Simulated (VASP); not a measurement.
# NaH (Fm-3m) in VASP: further runs

NaH is run at these levels: r2SCAN, PBE, PBEsol, LDA; tasks: single point, relaxation of cell and atoms.

All numbers are computed with VASP 6.6.1; they aren't measurements. Logs are shortened: lines on timing, memory, paths and dates and some standing lists are left out, and cuts for length are marked.

**1. The cell of the first run**

Symmetry: Fm-3m, No. 225, cubic system. Conventional cell: a = 4.889 Å, b = 4.889 Å, c = 4.889 Å, α = 90.00°, β = 90.00°, γ = 90.00°. Within 3.2 Å of Na (site symmetry m-3m) lie 6 H at 2.44 Å. Within 3.2 Å of H (site symmetry m-3m) lie 6 Na at 2.44 Å.

**2. Single point, r2SCAN**

Input file POSCAR:

```
NaH
1.0
    0.0000000000      2.4443917300      2.4443917300
    2.4443917300      0.0000000000      2.4443917300
    2.4443917300      2.4443917300      0.0000000000
Na H
1 1
Direct
    0.0000000000      0.0000000000      0.0000000000
    0.5000000000      0.5000000000      0.5000000000
```

Input file INCAR.step1:

```
SYSTEM = NaH
PREC = Accurate
ENCUT = 520
ISMEAR = -1
SIGMA = 0.02
LREAL = .False.
LASPH = .True.
NELM = 100
NBANDS = 11
GGA = PE
ALGO = Normal
EDIFF = 1E-4
LWAVE = .True.
LCHARG = .False.
```

Input file INCAR.step2:

```
SYSTEM = NaH
PREC = Accurate
ENCUT = 520
EDIFF = 1E-7
ISMEAR = -1
SIGMA = 0.02
LREAL = .False.
LASPH = .True.
NELM = 100
ALGO = Normal
ISIF = 2
LWAVE = .False.
LCHARG = .True.
METAGGA = R2SCAN
LMIXTAU = .True.
LELF = .True.
LVHAR = .True.
NBANDS = 11
ISTART = 1
```

Input file KPOINTS:

```
regular mesh
0
Gamma
  10 10 10
  0 0 0
```

Potentials or basis: VASP PAW PBE potentials, release 64 (Na_pv, H).

Launch:

```bash
cat potpaw_PBE.64/Na_pv/POTCAR potpaw_PBE.64/H/POTCAR > POTCAR
cp INCAR.step1 INCAR
mpirun -np 1 vasp_std > vasp.out
cp INCAR.step2 INCAR
mpirun -np 1 vasp_std > vasp.out
```

OUTCAR:

```text
SYSTEM = NaH
   PREC = Accurate
   ENCUT = 520
   EDIFF = 1E-7
   ISMEAR = -1
   LREAL = .False.
   LASPH = .True.
   NELM = 100
   ISIF = 2
   METAGGA = R2SCAN
   ISTART = 1

 ion  position               nearest neighbor table
   1  0.000  0.000  0.000-
   2  0.500  0.500  0.500-

  LATTYP: Found a face centered cubic cell.
 ALAT       =     4.8887834600

  Lattice vectors:

 A1 = (   0.0000000000,   2.4443917300,   2.4443917300)
 A2 = (   2.4443917300,   0.0000000000,   2.4443917300)
 A3 = (   2.4443917300,   2.4443917300,   0.0000000000)

Analysis of symmetry for initial positions (statically):
=====================================================================
 Subroutine PRICEL returns:
 Original cell was already a primitive cell.

 Routine SETGRP: Setting up the symmetry group for a
 face centered cubic supercell.

 Subroutine GETGRP returns: Found 48 space group operations
 (whereof 48 operations were pure point group operations)
 out of a pool of 48 trial point group operations.

The static configuration has the point symmetry O_h .

Analysis of symmetry for dynamics (positions and initial velocities):
=====================================================================
 Subroutine PRICEL returns:
 Original cell was already a primitive cell.

 Routine SETGRP: Setting up the symmetry group for a
 face centered cubic supercell.

 Subroutine GETGRP returns: Found 48 space group operations
 (whereof 48 operations were pure point group operations)
 out of a pool of 48 trial point group operations.

The dynamic configuration has the point symmetry O_h .

 Subroutine INISYM returns: Found 48 space group operations
 (whereof 48 operations are pure point group operations),
 and found     1 'primitive' translations

----------------------------------------------------------------------------------------

                                     Primitive cell

  volume of cell :      29.2107

  direct lattice vectors                    reciprocal lattice vectors
     0.000000000  2.444391730  2.444391730    -0.204549866  0.204549866  0.204549866
     2.444391730  0.000000000  2.444391730     0.204549866 -0.204549866  0.204549866
     2.444391730  2.444391730  0.000000000     0.204549866  0.204549866 -0.204549866

  length of vectors
     3.456891936  3.456891936  3.456891936     0.354290760  0.354290760  0.354290760

  position of ions in fractional coordinates (direct lattice)
     0.000000000  0.000000000  0.000000000
     0.500000000  0.500000000  0.500000000

  ion indices of the primitive-cell ions
   primitive index   ion index
                 1           1
                 2           2

----------------------------------------------------------------------------------------

 KPOINTS: regular mesh

Automatic generation of k-mesh.
 Grid dimensions read from file:
 generate k-points for:   10   10   10

 Generating k-lattice:

  Cartesian coordinates                     Fractional coordinates (reciprocal lattice)
    -0.020454987  0.020454987  0.020454987     0.100000000  0.000000000  0.000000000
     0.020454987 -0.020454987  0.020454987     0.000000000  0.100000000  0.000000000
     0.020454987  0.020454987 -0.020454987     0.000000000  0.000000000  0.100000000

  Length of vectors
     0.035429076  0.035429076  0.035429076

  Shift w.r.t. Gamma in fractional coordinates (k-lattice)
     0.000000000  0.000000000  0.000000000

 Subroutine IBZKPT returns following result:
 ===========================================

 Found     47 irreducible k-points:

 Following reciprocal coordinates:
            Coordinates               Weight
  0.000000  0.000000  0.000000      1.000000
  0.100000  0.000000  0.000000      8.000000
  0.200000  0.000000  0.000000      8.000000
  0.300000  0.000000  0.000000      8.000000
  0.400000  0.000000  0.000000      8.000000
  0.500000  0.000000  0.000000      4.000000
[... 16 lines left out ...]
  0.300000  0.300000  0.000000      6.000000
  0.400000  0.300000  0.000000     24.000000
 [... further k-points ...]
   k-points           NKPTS =     47   k-points in BZ     NKDIM =     47   number of bands    NBANDS=     11
   number of dos      NEDOS =    301   number of ions     NIONS =      2
   total plane-waves  NPLWV =  21952
   dimension x,y,z NGX =    28 NGY =   28 NGZ =   28
   dimension x,y,z NGXF=    56 NGYF=   56 NGZF=   56
   ions per type =               1   1
   NGX,Y,Z   is equivalent  to a cutoff of  13.47, 13.47, 13.47 a.u.
   NGXF,Y,Z  is equivalent  to a cutoff of  26.93, 26.93, 26.93 a.u.
 SYSTEM =  NaH
   PREC   = accura    normal or accurate (medium, high low for compatibility)
   ISTART =      1    job   : 0-new  1-cont  2-samecut
   ICHARG =      0    charge: 1-file 2-atom 10-const
   ISPIN  =      1    spin polarized calculation?
   LNONCOLLINEAR =      F non collinear calculations
   LSORBIT =      F    spin-orbit coupling
   LASPH  =      T    aspherical Exc in radial PAW
   ENCUT  =  520.0 eV  38.22 Ry    6.18 a.u.   6.43  6.43  6.43*2*pi/ulx,y,z
   NELM   =    100;   NELMIN=  2; NELMDL=  0     # of ELM steps
   EDIFF  = 0.1E-06   stopping-criterion for ELM
   LREAL  =      F    real-space projection
   EDIFFG = 0.1E-05   stopping-criterion for IOM
   NSW    =      0    number of steps for IOM
   IBRION =     -1    ionic relax: 0-MD 1-quasi-New 2-CG
   NFREE  =      0    steps in history (QN), initial steepest desc. (CG)
   ISIF   =      2    stress and relaxation
   ISYM   =      2    0-nonsym 1-usesym 2-fastsym
   POTIM  = 0.5000    time-step for ionic-motion
   TEBEG  =    0.0;   TEEND  =   0.0 temperature during run
   PSTRESS=    0.0 pullay stress
   NELECT =       8.0000    total number of electrons
   NUPDOWN=      -1.0000    fix difference up-down
   EMIN   =  10.00;   EMAX   =-10.00  energy-range for DOS
   EFERMI =   0.00;   METHOD = LEGACY
   ISMEAR =    -1;   SIGMA  =   0.02  broadening in eV -4-tet -1-fermi 0-gaus
   EFERMI_NEDOS =   21; number of points for ismear=-14 and -15
   IALGO  =     38    algorithm
   IMIX   =      4    mixing-type and parameters
     AMIX     =   0.40;   BMIX     =  1.00
     AMIX_MAG =   1.60;   BMIX_MAG =  1.00
  volume/ion in A,a.u.               =      14.61        98.56
  Fermi-wavevector in a.u.,A,eV,Ry     =   1.063141  2.009044 15.378228  1.130268
  Thomas-Fermi vector in A             =   2.198615
   LORBIT       =      0    0 simple, 1 ext, 2 COOP (PROOUT), +10 PAW based schemes
   METAGGA = R2SCAN    functional components
   LHFCALC =     F    Hartree Fock is set to
   AEXX    =    0.0000 exact exchange contribution
   IVDW    =     0    specifies the selected vdW correction
   LEPSILON=     F    determine dielectric tensor
   LRPA    =     F    only Hartree local field effects (RPA)
 non-spin polarized calculation
  energy-cutoff  :      520.00
  volume of cell :       29.21
 maximum number of plane-waves:       801
 NGX is ok and might be reduce to    28
   NGX = 13   NGY = 13   NGZ = 13

 number of electron       8.0000009 magnetization

 Free energy of the ion-electron system (eV)
  ---------------------------------------------------
  ext. energy  EPLUGINS =         0.00000000
  ---------------------------------------------------
  free energy    TOTEN  =        -7.59384726 eV

  energy without entropy =       -7.59384726  energy(sigma->0) =       -7.59384726

 E-fermi :  -1.1116     XC(G=0):  -8.0118

 val. band max:       -1.5718300652   @ k =  -0.3000   0.5000   0.2000
 cond. band min:       2.7499287257   @ k =   0.5000   0.0000   0.0000
 fundamental gap:      4.3217587909
 Fermi energy:        -1.1116388459

 k-point     1 :       0.0000    0.0000    0.0000
  band No.  band energies     occupation
      1     -24.5223      2.00000
      2     -24.5219      2.00000
      3     -24.5219      2.00000
      4      -5.0124      2.00000
      5       9.5675      0.00000
      6      14.5330      0.00000
      7      14.5330      0.00000
      8      14.5331      0.00000
      9      15.3739      0.00000
     10      15.3739      0.00000
     11      15.3740      0.00000

 k-point     2 :       0.1000    0.0000    0.0000
  band No.  band energies     occupation
      1     -24.5295      2.00000
      2     -24.5231      2.00000
      3     -24.5228      2.00000
      4      -4.8438      2.00000
      5       8.9463      0.00000
      6      12.4552      0.00000
      7      13.8936      0.00000
      8      13.8937      0.00000
      9      16.1036      0.00000
     10      16.1038      0.00000
     11      16.3905      0.00000

 k-point     3 :       0.2000    0.0000    0.0000
  band No.  band energies     occupation
      1     -24.5493      2.00000
      2     -24.5254      2.00000
      3     -24.5251      2.00000
      4      -4.3550      2.00000
      5       7.2204      0.00000
      6      11.0115      0.00000
      7      13.1497      0.00000
      8      13.1499      0.00000
      9      16.6138      0.00000
     10      16.6143      0.00000
     11      17.4782      0.00000

 k-point     4 :       0.3000    0.0000    0.0000
  band No.  band energies     occupation
      1     -24.5735      2.00000
      2     -24.5283      2.00000
      3     -24.5280      2.00000
      4      -3.6111      2.00000
      5       5.1622      0.00000
      6      10.3174      0.00000
      7      12.5941      0.00000
      8      12.5945      0.00000
      9      16.2210      0.00000
     10      16.2217      0.00000
     11      18.2473      0.00000
[... 239 lines left out ...]
 k-point    22 :      -0.2000    0.2000    0.0000
  band No.  band energies     occupation
      1     -24.5694      2.00000
      2     -24.5423      2.00000
      3     -24.5277      2.00000
      4      -3.3791      2.00000
      5       5.6495      0.00000
      6       7.6455      0.00000
      7      12.8377      0.00000
      8      13.1351      0.00000
      9      16.5760      0.00000
     10      17.4006      0.00000
     11      17.7337      0.00000

 k-point    23 :       0.3000    0.3000    0.0000
  band No.  band energies     occupation
      1     -24.5693      2.00000
      2     -24.5395      2.00000
      3     -24.5393      2.00000
      4      -3.2047      2.00000
      5       5.5848      0.00000
      6      10.0316      0.00000
      7      10.4220      0.00000
      8      10.4221      0.00000
      9      13.0194      0.00000
     10      19.6821      0.00000
     11      21.9587      0.00000

 k-point    24 :       0.4000    0.3000    0.0000
  band No.  band energies     occupation
      1     -24.5790      2.00000
      2     -24.5446      2.00000
      3     -24.5425      2.00000
      4      -2.6167      2.00000
      5       4.7593      0.00000
      6       8.2165      0.00000
      7      10.1512      0.00000
      8      11.0862      0.00000
      9      13.0889      0.00000
     10      20.0237      0.00000
     11      21.5254      0.00000

 [... further k-points ...]
[... 5 lines left out ...]
  --------------------------------------------------------------------------------------
  -------------------------------------------------------------------------------------
  Total       -0.2560409     -0.2560409     -0.2560409      0.0000000     -0.0000000     -0.0000000
  in kB      -14.0435683    -14.0435683    -14.0435683      0.0000000     -0.0000000     -0.0000000
  external PRESSURE =     -14.0435683 kB  Pullay stress =       0.0000000 kB

 VOLUME and BASIS-vectors are now :
 -----------------------------------------------------------------------------
  energy-cutoff  :      520.00
  volume of cell :       29.21
      direct lattice vectors                 reciprocal lattice vectors
     0.000000000  2.444391730  2.444391730    -0.204549866  0.204549866  0.204549866
     2.444391730  0.000000000  2.444391730     0.204549866 -0.204549866  0.204549866
     2.444391730  2.444391730  0.000000000     0.204549866  0.204549866 -0.204549866

 POSITION                                       TOTAL-FORCE (eV/Angst)
 -----------------------------------------------------------------------------------
      0.00000      0.00000      0.00000         0.000000      0.000000      0.000000
      2.44439      2.44439      2.44439        -0.000000      0.000000     -0.000000
 -----------------------------------------------------------------------------------
    total drift:                               -0.000000     -0.000000     -0.000000

  FREE ENERGIE OF THE ION-ELECTRON SYSTEM (eV)
  ---------------------------------------------------
  free  energy   TOTEN  =        -7.5938472627 eV

  energy  without entropy=       -7.5938472627  energy(sigma->0) =       -7.59384726
```

Wall time 2.2 min (1 thread of Intel Xeon 8259CL, shared host); peak memory 0.16 GiB.

Results:

- Free energy: -7.5938 eV
- Pressure: -1.4 GPa
- Band gap on the k mesh: 4.32 eV, indirect (least direct gap 5.12 eV)

Levels at points of the mesh, in eV from the valence-band top:
```csv
k point,band 2,band 3,band 4,band 5,band 6,band 7
"(0.00, 0.00, 0.00)",-22.95,-22.95,-3.44,11.14,16.10,16.10
"(0.50, 0.00, 0.00)",-22.96,-22.96,-0.80,4.32,11.45,13.71
"(0.50, 0.50, 0.00)",-22.98,-22.98,-0.14,5.13,10.59,11.18
```

Caveat: the PAW data sets were made with another functional, which shifts forces and pressure a little. r2SCAN opens gaps a little over a GGA but as a rule still falls short of measured ones.

(Continued in part 2 of 3.)
